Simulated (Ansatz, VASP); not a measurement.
# Mg3F2 in VASP and in Ansatz

```
Mg F
1.0
     3.10568    0.00000    0.00000
    -1.55284    2.68959    0.00000
     0.00000    0.00000   11.54184
Mg F
3 2
Direct
  0.00000 0.00000 0.00000
  0.33333 0.66667 0.62486
  0.66667 0.33333 0.37514
  0.33333 0.66667 0.91804
  0.66667 0.33333 0.08196
```

Alike in both runs: functional PBE; k mesh 6 × 6 × 4; occupations gaussian, width 0.1 eV; no spin polarisation.

Ansatz relaxed the structure, and its values are those at the end. VASP's run is a single point on that final structure, the one shown.

|  | VASP | Ansatz |
| --- | --- | --- |
| version | VASP 6.6.1 | Ansatz 0.2.0 |
| potentials or method | VASP PAW PBE potentials, release 64 (Mg, F), cutoff 520 eV | scalar-relativistic, plane waves, PAW |
| valence electrons in the cell | 20 | 44 |

```csv
,VASP,Ansatz,Ansatz less VASP
gap on the k mesh at the Fermi level (eV),none,none,-
pressure (GPa),-0.3,0.0,+0.30
rms of the force components (eV/Å),0.020,0.010,-0.0105
```

A gap of «none» marks a metal or a gap that the smearing closes. VASP's potentials hold 20 valence electrons a cell and Ansatz's 44, so a difference there can come from the potentials and not from the codes.

The k mesh is coarse, so the values compare programs but aren't converged.
